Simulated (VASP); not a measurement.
Runs of VASP 6.6.1 on MgI2. The cells are those of the table. 

| cell | gap on the mesh (eV) | pressure (GPa) | largest force (eV/Å) |
| --- | --- | --- | --- |
| a = 4.233, b = 4.214, c = 7.652 Å, angles 83.6, 102.7, 120.1°, 3 atoms | 3.45 | 0.1 | 0.01 |
| a = 4.233, b = 4.214, c = 8.170 Å, angles 83.9, 102.3, 120.1°, 3 atoms | (a) | -0.1 | 0.01 |
| a = 4.210, b = 4.208, c = 7.817 Å, angles 87.9, 94.2, 120.0°, 3 atoms | 3.56 | 0.0 | 0.01 |
| a = 4.219, b = 4.210, c = 8.144 Å, angles 85.9, 98.2, 120.1°, 3 atoms | 3.55 | -0.1 | 0.01 |
| a = 4.219, b = 4.210, c = 7.521 Å, angles 85.7, 98.6, 120.1°, 3 atoms | (b) | 0.1 | - |

Alike in all rows: task single point; level PBE; potentials or basis VASP PAW PBE potentials, release 64 (Mg, I); no spin polarisation; k mesh 6 × 6 × 4; cutoff (eV) 520; smearing gaussian 0.05 eV.

**Question.** Fill in the values left out.

**Answer.** (a) 3.54; (b) 3.49.

Caveats: spin-orbit coupling is left out, which moves the levels of the heavy elements.

A k mesh can miss the band edges, and the runs leave out spin-orbit coupling on I.
